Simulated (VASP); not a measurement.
# TiN (Fm-3m) in VASP: further runs

The runs below take TiN through single point, with PBE.

All numbers are computed with VASP 6.6.1; they aren't measurements. Logs are shortened: lines on timing, memory, paths and dates and some standing lists are left out, and cuts for length are marked.

**1. The cell of the first run**

It takes space group Fm-3m (No. 225, cubic). Conventional cell: a = 4.330 Å, b = 4.330 Å, c = 4.330 Å, α = 90.00°, β = 90.00°, γ = 90.00°. Within 2.9 Å of Ti (site symmetry m-3m) lie 6 N at 2.17 Å. N (site symmetry m-3m) has 6 Ti at 2.17 Å within 2.9 Å.

**2. Single point, PBE (volume scaled by 1.06)**

File INCAR:

```
PREC = Accurate
ENCUT = 520
EDIFF = 1E-6
ISMEAR = 0
SIGMA = 0.1
LREAL = F
LASPH = T
NELM = 80
ALGO = Normal
ISIF = 2
LWAVE = F
LCHARG = F
GGA = PE
NBANDS = 16
```

File KPOINTS:

```
regular mesh
0
Gamma
  18 18 18
```

File POSCAR:

```
TiN
1.0
    0.0000000000      2.1650105458      2.1650105458
    2.1650105458      0.0000000000      2.1650105458
    2.1650105458      2.1650105458      0.0000000000
Ti N
1 1
Direct
    0.0000000000      0.0000000000      0.0000000000
    0.5000000000      0.5000000000      0.5000000000
```

Potentials or basis: VASP PAW PBE potentials, release 64 (Ti_sv, N).

Command:

```
$ cat potpaw_PBE.64/Ti_sv/POTCAR potpaw_PBE.64/N/POTCAR > POTCAR
$ mpirun -np 1 vasp_std > vasp.out
```

OUTCAR:

```text
PREC = Accurate
   ENCUT = 520
   EDIFF = 1E-6
   ISMEAR = 0
   LREAL = F
   LASPH = T
   NELM = 80
   ISIF = 2
   GGA = PE

 ion  position               nearest neighbor table
   1  0.000  0.000  0.000-   2 2.17   2 2.17   2 2.17   2 2.17   2 2.17   2 2.17
   2  0.500  0.500  0.500-   1 2.17   1 2.17   1 2.17   1 2.17   1 2.17   1 2.17

  LATTYP: Found a face centered cubic cell.
 ALAT       =     4.3300210916

  Lattice vectors:

 A1 = (   0.0000000000,   2.1650105458,   2.1650105458)
 A2 = (   2.1650105458,   0.0000000000,   2.1650105458)
 A3 = (   2.1650105458,   2.1650105458,   0.0000000000)

Analysis of symmetry for initial positions (statically):
=====================================================================
 Subroutine PRICEL returns:
 Original cell was already a primitive cell.

 Routine SETGRP: Setting up the symmetry group for a
 face centered cubic supercell.

 Subroutine GETGRP returns: Found 48 space group operations
 (whereof 48 operations were pure point group operations)
 out of a pool of 48 trial point group operations.

The static configuration has the point symmetry O_h .

Analysis of symmetry for dynamics (positions and initial velocities):
=====================================================================
 Subroutine PRICEL returns:
 Original cell was already a primitive cell.

 Routine SETGRP: Setting up the symmetry group for a
 face centered cubic supercell.

 Subroutine GETGRP returns: Found 48 space group operations
 (whereof 48 operations were pure point group operations)
 out of a pool of 48 trial point group operations.

The dynamic configuration has the point symmetry O_h .

 Subroutine INISYM returns: Found 48 space group operations
 (whereof 48 operations are pure point group operations),
 and found     1 'primitive' translations

----------------------------------------------------------------------------------------

                                     Primitive cell

  volume of cell :      20.2960

  direct lattice vectors                    reciprocal lattice vectors
     0.000000000  2.165010546  2.165010546    -0.230945757  0.230945757  0.230945757
     2.165010546  0.000000000  2.165010546     0.230945757 -0.230945757  0.230945757
     2.165010546  2.165010546  0.000000000     0.230945757  0.230945757 -0.230945757

  length of vectors
     3.061787277  3.061787277  3.061787277     0.400009785  0.400009785  0.400009785

  position of ions in fractional coordinates (direct lattice)
     0.000000000  0.000000000  0.000000000
     0.500000000  0.500000000  0.500000000

  ion indices of the primitive-cell ions
   primitive index   ion index
                 1           1
                 2           2

----------------------------------------------------------------------------------------

 KPOINTS: regular mesh

Automatic generation of k-mesh.
 Grid dimensions read from file:
 generate k-points for:   18   18   18

 Generating k-lattice:

  Cartesian coordinates                     Fractional coordinates (reciprocal lattice)
    -0.012830320  0.012830320  0.012830320     0.055555556  0.000000000  0.000000000
     0.012830320 -0.012830320  0.012830320     0.000000000  0.055555556  0.000000000
     0.012830320  0.012830320 -0.012830320     0.000000000  0.000000000  0.055555556

  Length of vectors
     0.022222766  0.022222766  0.022222766

  Shift w.r.t. Gamma in fractional coordinates (k-lattice)
     0.000000000  0.000000000  0.000000000

 Subroutine IBZKPT returns following result:
 ===========================================

 Found    195 irreducible k-points:

 Following reciprocal coordinates:
            Coordinates               Weight
  0.000000  0.000000  0.000000      1.000000
  0.055556  0.000000  0.000000      8.000000
  0.111111  0.000000  0.000000      8.000000
  0.166667  0.000000  0.000000      8.000000
  0.222222  0.000000  0.000000      8.000000
  0.277778  0.000000  0.000000      8.000000
[... 16 lines left out ...]
 -0.277778  0.055556  0.000000     24.000000
 -0.222222  0.055556  0.000000     24.000000
 [... further k-points ...]
   k-points           NKPTS =    195   k-points in BZ     NKDIM =    195   number of bands    NBANDS=     16
   number of dos      NEDOS =    301   number of ions     NIONS =      2
   total plane-waves  NPLWV =  13824
   dimension x,y,z NGX =    24 NGY =   24 NGZ =   24
   dimension x,y,z NGXF=    48 NGYF=   48 NGZF=   48
   ions per type =               1   1
   NGX,Y,Z   is equivalent  to a cutoff of  13.03, 13.03, 13.03 a.u.
   NGXF,Y,Z  is equivalent  to a cutoff of  26.06, 26.06, 26.06 a.u.
 SYSTEM =  unknown system
   PREC   = accura    normal or accurate (medium, high low for compatibility)
   ISTART =      0    job   : 0-new  1-cont  2-samecut
   ICHARG =      2    charge: 1-file 2-atom 10-const
   ISPIN  =      1    spin polarized calculation?
   LNONCOLLINEAR =      F non collinear calculations
   LSORBIT =      F    spin-orbit coupling
   LASPH  =      T    aspherical Exc in radial PAW
   ENCUT  =  520.0 eV  38.22 Ry    6.18 a.u.   5.69  5.69  5.69*2*pi/ulx,y,z
   NELM   =     80;   NELMIN=  2; NELMDL= -5     # of ELM steps
   EDIFF  = 0.1E-05   stopping-criterion for ELM
   LREAL  =      F    real-space projection
   EDIFFG = 0.1E-04   stopping-criterion for IOM
   NSW    =      0    number of steps for IOM
   IBRION =     -1    ionic relax: 0-MD 1-quasi-New 2-CG
   NFREE  =      0    steps in history (QN), initial steepest desc. (CG)
   ISIF   =      2    stress and relaxation
   ISYM   =      2    0-nonsym 1-usesym 2-fastsym
   POTIM  = 0.5000    time-step for ionic-motion
   TEBEG  =    0.0;   TEEND  =   0.0 temperature during run
   PSTRESS=    0.0 pullay stress
   NELECT =      17.0000    total number of electrons
   NUPDOWN=      -1.0000    fix difference up-down
   EMIN   =  10.00;   EMAX   =-10.00  energy-range for DOS
   EFERMI =   0.00;   METHOD = LEGACY
   ISMEAR =     0;   SIGMA  =   0.10  broadening in eV -4-tet -1-fermi 0-gaus
   EFERMI_NEDOS =   21; number of points for ismear=-14 and -15
   IALGO  =     38    algorithm
   IMIX   =      4    mixing-type and parameters
     AMIX     =   0.40;   BMIX     =  1.00
     AMIX_MAG =   1.60;   BMIX_MAG =  1.00
  volume/ion in A,a.u.               =      10.15        68.48
  Fermi-wavevector in a.u.,A,eV,Ry     =   1.543196  2.916218 32.401652  2.381454
  Thomas-Fermi vector in A             =   2.648893
   LORBIT       =      0    0 simple, 1 ext, 2 COOP (PROOUT), +10 PAW based schemes
   GGA     = PE    functional components
   LHFCALC =     F    Hartree Fock is set to
   AEXX    =    0.0000 exact exchange contribution
   IVDW    =     0    specifies the selected vdW correction
   LEPSILON=     F    determine dielectric tensor
   LRPA    =     F    only Hartree local field effects (RPA)
 non-spin polarized calculation
 Gauss-broadening in eV      SIGMA  =   0.10
  energy-cutoff  :      520.00
  volume of cell :       20.30
 maximum number of plane-waves:       568
   NGX = 11   NGY = 11   NGZ = 11

 number of electron      16.9999999 magnetization

 Free energy of the ion-electron system (eV)
  ---------------------------------------------------
  ext. energy  EPLUGINS =         0.00000000
  ---------------------------------------------------
  free energy    TOTEN  =       -19.58910896 eV

  energy without entropy =      -19.58442247  energy(sigma->0) =      -19.58676572

 E-fermi :  10.6228     XC(G=0): -12.6816

 val. band max:       10.5959929629   @ k =  -0.1667   0.1111   0.0000
 cond. band min:      10.6244581602   @ k =   0.1111   0.0556   0.0000
 fundamental gap:      0.0284651973
 Fermi energy:        10.6228337082

 k-point     1 :       0.0000    0.0000    0.0000
  band No.  band energies     occupation
      1     -47.3372      2.00000
      2     -23.3559      2.00000
      3     -23.3559      2.00000
      4     -23.3559      2.00000
      5      -6.0920      2.00000
      6       8.6669      2.00000
[... 8 lines left out ...]
     15      23.6107      0.00000
     16      29.5548      0.00000

 k-point     2 :       0.0556    0.0000    0.0000
  band No.  band energies     occupation
      1     -47.3350      2.00000
      2     -23.3719      2.00000
      3     -23.3573      2.00000
      4     -23.3573      2.00000
      5      -6.0378      2.00000
      6       8.3219      2.00000
[... 8 lines left out ...]
     15      23.6353      0.00000
     16      29.4794      0.00000

 k-point     3 :       0.1111    0.0000    0.0000
  band No.  band energies     occupation
      1     -47.3287      2.00000
      2     -23.4178      2.00000
      3     -23.3614      2.00000
      4     -23.3614      2.00000
      5      -5.8793      2.00000
      6       7.5740      2.00000
[... 8 lines left out ...]
     15      23.6406      0.00000
     16      29.2157      0.00000

 k-point     4 :       0.1667    0.0000    0.0000
  band No.  band energies     occupation
      1     -47.3190      2.00000
      2     -23.4873      2.00000
      3     -23.3676      2.00000
      4     -23.3676      2.00000
      5      -5.6285      2.00000
      6       6.6853      2.00000
[... 8 lines left out ...]
     15      23.4903      0.00000
     16      28.6881      0.00000

 k-point     5 :       0.2222    0.0000    0.0000
  band No.  band energies     occupation
      1     -47.3071      2.00000
      2     -23.5715      2.00000
      3     -23.3751      2.00000
      4     -23.3751      2.00000
      5      -5.3047      2.00000
      6       5.7693      2.00000
[... 8 lines left out ...]
     15      23.1761      0.00000
     16      27.8990      0.00000

 k-point     6 :       0.2778    0.0000    0.0000
  band No.  band energies     occupation
      1     -47.2944      2.00000
      2     -23.6598      2.00000
      3     -23.3832      2.00000
      4     -23.3832      2.00000
      5      -4.9357      2.00000
      6       4.8949      2.00000
[... 8 lines left out ...]
     15      22.9050      0.00000
     16      26.9745      0.00000

 k-point     7 :       0.3333    0.0000    0.0000
  band No.  band energies     occupation
      1     -47.2825      2.00000
      2     -23.7416      2.00000
      3     -23.3908      2.00000
      4     -23.3908      2.00000
      5      -4.5587      2.00000
      6       4.1178      2.00000
[... 8 lines left out ...]
     15      22.8998      0.00000
     16      26.0689      0.00000

 k-point     8 :       0.3889    0.0000    0.0000
  band No.  band energies     occupation
      1     -47.2727      2.00000
      2     -23.8074      2.00000
      3     -23.3969      2.00000
      4     -23.3969      2.00000
      5      -4.2211      2.00000
      6       3.4935      2.00000
[... 8 lines left out ...]
     15      23.1449      0.00000
     16      25.3100      0.00000

 k-point     9 :       0.4444    0.0000    0.0000
  band No.  band energies     occupation
      1     -47.2663      2.00000
      2     -23.8501      2.00000
      3     -23.4009      2.00000
      4     -23.4009      2.00000
      5      -3.9813      2.00000
      6       3.0816      2.00000
[... 8 lines left out ...]
     15      23.4273      0.00000
     16      24.8016      0.00000
[... 172 lines left out ...]
 k-point    19 :       0.5000    0.0556    0.0000
  band No.  band energies     occupation
      1     -47.2634      2.00000
      2     -23.8573      2.00000
      3     -23.4112      2.00000
      4     -23.4058      2.00000
      5      -3.9214      2.00000
      6       3.0172      2.00000
[... 8 lines left out ...]
     15      23.4702      0.00000
     16      24.5397      0.00000

 k-point    20 :      -0.4444    0.0556    0.0000
  band No.  band energies     occupation
      1     -47.2641      2.00000
      2     -23.8524      2.00000
      3     -23.4138      2.00000
      4     -23.4023      2.00000
      5      -3.9487      2.00000
      6       3.0620      2.00000
[... 8 lines left out ...]
     15      23.4263      0.00000
     16      24.5586      0.00000

 k-point    21 :      -0.3889    0.0556    0.0000
  band No.  band energies     occupation
      1     -47.2691      2.00000
      2     -23.8195      2.00000
      3     -23.4133      2.00000
      4     -23.3963      2.00000
      5      -4.1341      2.00000
      6       3.3727      2.00000
[... 8 lines left out ...]
     15      23.1918      0.00000
     16      24.8878      0.00000

 k-point    22 :      -0.3333    0.0556    0.0000
  band No.  band energies     occupation
      1     -47.2778      2.00000
      2     -23.7622      2.00000
      3     -23.4096      2.00000
      4     -23.3886      2.00000
      5      -4.4337      2.00000
      6       3.9050      2.00000
[... 8 lines left out ...]
     15      22.9285      0.00000
     16      25.4598      0.00000

 k-point    23 :      -0.2778    0.0556    0.0000
  band No.  band energies     occupation
      1     -47.2890      2.00000
      2     -23.6868      2.00000
      3     -23.4032      2.00000
      4     -23.3799      2.00000
      5      -4.7916      2.00000
      6       4.6002      2.00000
[... 8 lines left out ...]
     15      22.8575      0.00000
     16      26.1855      0.00000

 k-point    24 :      -0.2222    0.0556    0.0000
  band No.  band energies     occupation
      1     -47.3014      2.00000
      2     -23.6021      2.00000
      3     -23.3949      2.00000
      4     -23.3715      2.00000
      5      -5.1573      2.00000
      6       5.3998      2.00000
[... 8 lines left out ...]
     15      23.0722      0.00000
     16      26.9685      0.00000

 [... further k-points ...]
[... 5 lines left out ...]
  --------------------------------------------------------------------------------------
  -------------------------------------------------------------------------------------
  Total       -1.7561587     -1.7561587     -1.7561587     -0.0000000     -0.0000000      0.0000000
  in kB     -138.6322605   -138.6322605   -138.6322605     -0.0000000     -0.0000000      0.0000000
  external PRESSURE =    -138.6322605 kB  Pullay stress =       0.0000000 kB

 VOLUME and BASIS-vectors are now :
 -----------------------------------------------------------------------------
  energy-cutoff  :      520.00
  volume of cell :       20.30
      direct lattice vectors                 reciprocal lattice vectors
     0.000000000  2.165010546  2.165010546    -0.230945757  0.230945757  0.230945757
     2.165010546  0.000000000  2.165010546     0.230945757 -0.230945757  0.230945757
     2.165010546  2.165010546  0.000000000     0.230945757  0.230945757 -0.230945757

 POSITION                                       TOTAL-FORCE (eV/Angst)
 -----------------------------------------------------------------------------------
      0.00000      0.00000      0.00000        -0.000000      0.000000      0.000000
      2.16501      2.16501      2.16501         0.000000     -0.000000     -0.000000
 -----------------------------------------------------------------------------------
    total drift:                                0.000000     -0.000000     -0.000000

  FREE ENERGIE OF THE ION-ELECTRON SYSTEM (eV)
  ---------------------------------------------------
  free  energy   TOTEN  =       -19.5891089631 eV

  energy  without entropy=      -19.5844224689  energy(sigma->0) =      -19.58676572
```

Run time: 49 s. Hardware: 1 thread of Intel Xeon 6975P-C (Granite Rapids), shared host; peak memory 0.18 GiB.

What came out:

```yaml
Free_energy: -19.5891 eV
Pressure: -13.9 GPa
```

Levels at points of the mesh, in eV from the Fermi level:
```csv
k point,band 5,band 6,band 7,band 8,band 9,band 10,band 11,band 12,band 13,band 14
"(0.00, 0.00, 0.00)",-16.71,-1.96,-1.96,-1.96,-0.56,-0.56,-0.56,0.52,0.52,4.74
"(0.50, 0.00, 0.00)",-14.52,-7.69,-5.15,-5.15,1.52,1.52,2.13,5.26,5.26,5.78
"(0.50, 0.50, 0.00)",-15.34,-5.66,-3.13,-3.13,-2.80,1.48,2.15,2.15,3.17,9.82
```

**3. Single point, PBE (volume scaled by 1.10)**

File INCAR:

```
PREC = Accurate
ENCUT = 520
EDIFF = 1E-6
ISMEAR = 0
SIGMA = 0.1
LREAL = False
LASPH = True
NELM = 80
ALGO = Normal
ISIF = 2
LWAVE = False
LCHARG = True
GGA = PE
LELF = True
LVHAR = True
NBANDS = 16
```

File KPOINTS:

```
Automatic mesh
0
Gamma
  18 18 18
```

File POSCAR:

```
TiN
1.0
    0.0000000000      2.1919078370      2.1919078370
    2.1919078370      0.0000000000      2.1919078370
    2.1919078370      2.1919078370      0.0000000000
Ti N
1 1
Direct
    0.0000000000      0.0000000000      0.0000000000
    0.5000000000      0.5000000000      0.5000000000
```

Potentials or basis: VASP PAW PBE potentials, release 64 (Ti_sv, N).

Command:

```
$ cat potpaw_PBE.64/Ti_sv/POTCAR potpaw_PBE.64/N/POTCAR > POTCAR
$ mpirun -np 1 vasp_std > vasp.out
```

OUTCAR:

```text
PREC = Accurate
   ENCUT = 520
   EDIFF = 1E-6
   ISMEAR = 0
   LREAL = False
   LASPH = True
   NELM = 80
   ISIF = 2
   GGA = PE

 ion  position               nearest neighbor table
   1  0.000  0.000  0.000-   2 2.19   2 2.19   2 2.19   2 2.19   2 2.19   2 2.19
   2  0.500  0.500  0.500-   1 2.19   1 2.19   1 2.19   1 2.19   1 2.19   1 2.19

  LATTYP: Found a face centered cubic cell.
 ALAT       =     4.3838156740

  Lattice vectors:

 A1 = (   0.0000000000,   2.1919078370,   2.1919078370)
 A2 = (   2.1919078370,   0.0000000000,   2.1919078370)
[... 626 lines left out ...]
      5      -5.4611      2.00000
      6       5.0664      2.00000
[... 8 lines left out ...]
     15      22.3098      0.00000
     16      26.0768      0.00000

 [... further k-points ...]
[... 5 lines left out ...]
  --------------------------------------------------------------------------------------
  -------------------------------------------------------------------------------------
  Total       -2.7882399     -2.7882399     -2.7882399      0.0000000      0.0000000      0.0000000
  in kB     -212.1015546   -212.1015546   -212.1015546      0.0000000      0.0000000      0.0000000
  external PRESSURE =    -212.1015546 kB  Pullay stress =       0.0000000 kB

 VOLUME and BASIS-vectors are now :
 -----------------------------------------------------------------------------
  energy-cutoff  :      520.00
  volume of cell :       21.06
      direct lattice vectors                 reciprocal lattice vectors
     0.000000000  2.191907837  2.191907837    -0.228111781  0.228111781  0.228111781
     2.191907837  0.000000000  2.191907837     0.228111781 -0.228111781  0.228111781
     2.191907837  2.191907837  0.000000000     0.228111781  0.228111781 -0.228111781

 POSITION                                       TOTAL-FORCE (eV/Angst)
 -----------------------------------------------------------------------------------
      0.00000      0.00000      0.00000        -0.000000      0.000000      0.000000
      2.19191      2.19191      2.19191         0.000000      0.000000     -0.000000
 -----------------------------------------------------------------------------------
    total drift:                                0.000000     -0.000000     -0.000000

  FREE ENERGIE OF THE ION-ELECTRON SYSTEM (eV)
  ---------------------------------------------------
  free  energy   TOTEN  =       -19.5056238783 eV

  energy  without entropy=      -19.5006552413  energy(sigma->0) =      -19.50313956
```

stdout:

```text
POSCAR found type information on POSCAR TiN
 POSCAR found :  2 types and       2 ions
 scaLAPACK will be used
 LDA part: xc-table for (Slater+PW92), standard interpolation
 POSCAR, INCAR and KPOINTS ok, starting setup
 FFT: planning ... GRIDC
 FFT: planning ... GRID_SOFT
 FFT: planning ... GRID
 WAVECAR not read
 entering main loop
```

Wall time 44 s (1 thread of Intel Xeon 6975P-C (Granite Rapids), shared host); peak memory 0.19 GiB.

Results:

```yaml
Free_energy: -19.5056 eV
Pressure: -21.2 GPa
```

(Part 1 of 2 ends here.)
